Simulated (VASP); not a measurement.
Crystal: MnRh2.

```xyz
6
Lattice="0.0000 3.3920 3.3920 3.3920 0.0000 3.3920 3.3920 3.3920 0.0000" Properties=species:S:1:pos:R:3 pbc="T T T"
Mn    0.0000    0.0000    0.0000
Mn    1.6960    1.6960    1.6960
Rh    4.2400    4.2400    4.2400
Rh    4.2400    2.5440    2.5440
Rh    2.5440    2.5440    4.2400
Rh    2.5440    4.2400    2.5440
```

```yaml
Program: VASP 6.6.1
Task: relaxation of cell and atoms
Functional: PBE
Potentials_or_basis: VASP PAW PBE potentials, release 64 (Mn_pv, Rh_pv)
Cutoff: 600 eV
k_mesh: 4 × 4 × 4
Occupations: gaussian, width 0.1 eV
Spin: collinear spin, ferromagnetic start
Starting_moments: "[4.12, 4.12, 0.21, 0.21, 0.21, 0.21] μB"
```

At the start: pressure 46.7 GPa; volume 13.01 Å³/atom.

How do energy, volume and symmetry change on relaxing?

Over 5 steps the energy falls by 314.1 meV/atom and the volume is 15.57 Å³/atom (+19.7 %); space group Fd-3m (No. 227, to 0.05 Å); moment 8.99 μB per cell.

The path:
```tsv
step	energy change (eV)	largest force (eV/Å)	pressure (GPa)	volume (Å³)
1	0.0000	0.0000	46.71	78.06
2	1.9714	0.0000	-25.22	129.23
3	-1.8694	0.0000	-2.86	95.10
4	-1.8839	0.0000	-0.77	93.85
5	-1.8849	0.0000	0.02	93.40
```

Final structure:
```
CELL_PARAMETERS angstrom
0.00000 3.60118 3.60118
3.60118 0.00000 3.60118
3.60118 3.60118 0.00000
ATOMIC_POSITIONS crystal
Mn 0.00000 0.00000 0.00000
Mn 0.25000 0.25000 0.25000
Rh 0.62500 0.62500 0.62500
Rh 0.12500 0.62500 0.62500
Rh 0.62500 0.62500 0.12500
Rh 0.62500 0.12500 0.62500
```

Caveat: the k points lie up to 0.38 Å⁻¹ apart in the final cell; the volume moved by over 15 % at a fixed basis, so the end points are rough.
